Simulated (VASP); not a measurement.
The system is CdF2.

```
CELL_PARAMETERS angstrom
0.00000 2.69400 2.69400
2.69400 0.00000 2.69400
2.69400 2.69400 0.00000
ATOMIC_POSITIONS crystal
Cd 0.00000 0.00000 0.00000
F 0.75000 0.75000 0.75000
F 0.25000 0.25000 0.25000
```

| Item | Value |
| --- | --- |
| Program | VASP 6.6.1 |
| Task | relaxation of cell and atoms |
| Functional | BLYP |
| Dispersion | D4 |
| Potentials or basis | VASP PAW PBE potentials, release 64 (Cd, F) |
| Cutoff | 600 eV |
| k mesh | 9 × 9 × 9 |
| Occupations | fermi-dirac, width 0.05 eV |
| Spin | no spin polarisation |

At the start: pressure 5.4 GPa; volume 13.03 Å³/atom.

Q: Where does the relaxation end?

A: Over 3 steps the energy falls by 10.6 meV/atom and the volume is 13.69 Å³/atom (+5.0 %); space group Fm-3m (No. 225, to 0.1 Å) before and after.

Step by step:
```tsv
step	energy change (eV)	largest force (eV/Å)	pressure (GPa)	volume (Å³)
1	0.0000	0.0000	5.40	39.10
2	-0.0295	0.0000	-1.34	41.64
3	-0.0319	0.0000	-0.02	41.07
```

Final structure:
```yaml
crystal:
  lattice:
    - [0.00000, 2.73842, 2.73842]
    - [2.73842, 0.00000, 2.73842]
    - [2.73842, 2.73842, 0.00000]
  atoms:
    - { symbol: Cd, position: [0.00000, 0.00000, 0.00000] }
    - { symbol: F, position: [0.75000, 0.75000, 0.75000] }
    - { symbol: F, position: [0.25000, 0.25000, 0.25000] }
```

Caveat: the PAW data sets were made with another functional, which shifts forces and pressure a little.
